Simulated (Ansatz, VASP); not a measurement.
Cu3Mo: VASP beside Ansatz

```
Cu Mo
1.0
     3.75818    0.00000    0.00000
     0.00000    3.75818    0.00000
     0.00000    0.00000    3.75818
Cu Mo
3 1
Direct
  0.00000 0.50000 0.50000
  0.50000 0.00000 0.50000
  0.50000 0.50000 0.00000
  0.00000 0.00000 0.00000
```

Change from the starting cell: species swapped into the Nb3Si type (Pm-3m, No. 221).

Alike in both runs: functional PBE; k mesh 4 × 4 × 4; occupations gaussian, width 0.1 eV; no spin polarisation.

Ansatz relaxed the structure, and its values are those at the end. VASP's run is a single point on that final structure, the one shown.

|  | VASP | Ansatz |
| --- | --- | --- |
| version | VASP 6.6.1 | Ansatz 0.2.0 |
| potentials or method | VASP PAW PBE potentials, release 64 (Cu, Mo_sv), cutoff 520 eV | scalar-relativistic, plane waves, PAW |
| valence electrons in the cell | 47 | 71 |

```tsv
	VASP	Ansatz	Ansatz less VASP
gap on the k mesh at the Fermi level (eV)	none	none	-
pressure (GPa)	0.4	0.0	-0.39
```

A gap of «none» marks a metal or a gap that the smearing closes. VASP's potentials hold 47 valence electrons a cell and Ansatz's 71, so a difference there can come from the potentials and not from the codes.

The k mesh is coarse, so the values compare programs but aren't converged.
